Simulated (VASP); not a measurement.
Input of a VASP 6.6.1 run:

The input INCAR:

```
SYSTEM = MgO
ALGO = Normal
EDIFF = 1E-6
EDIFFG = -0.005
ENCUT = 600
GGA = PE
IBRION = 2
ISIF = 3
ISMEAR = -1
LASPH = .True.
LCHARG = .False.
LREAL = .False.
LWAVE = .False.
NELM = 100
NSW = 60
PREC = Accurate
SIGMA = 0.05
```

File KPOINTS:

```
k-points
0
Gamma
  15 15 15
  0 0 0
```

The input POSCAR:

```
MgO
1.0
    0.0000000000      2.2468001554      2.2468001554
    2.2468001554      0.0000000000      2.2468001554
    2.2468001554      2.2468001554      0.0000000000
Mg O
1 1
Direct
    0.0000000000      0.0000000000      0.0000000000
    0.2500000000      0.2500000000      0.2500000000
```

Potentials or basis: VASP PAW PBE potentials, release 64 (Mg, O).

Run with:

```console
$ cat potpaw_PBE.64/Mg/POTCAR potpaw_PBE.64/O/POTCAR > POTCAR
$ mpirun -np 1 vasp_std > vasp.out
```

Task: Estimate the relaxed cell.

Result: a = 3.257 Å, b = 3.257 Å, c = 3.257 Å, α = 60.00°, β = 60.00°, γ = 60.00°.

Task: Predict the space group after relaxing (to 0.05 Å).

Result: F-43m (No. 216).

Final structure:
```yaml
crystal:
  lattice:
    - [0.00000, 2.30272, 2.30272]
    - [2.30272, 0.00000, 2.30272]
    - [2.30272, 2.30272, 0.00000]
  atoms:
    - { symbol: Mg, position: [0.00000, 0.00000, 0.00000] }
    - { symbol: O, position: [0.25000, 0.25000, 0.25000] }
```
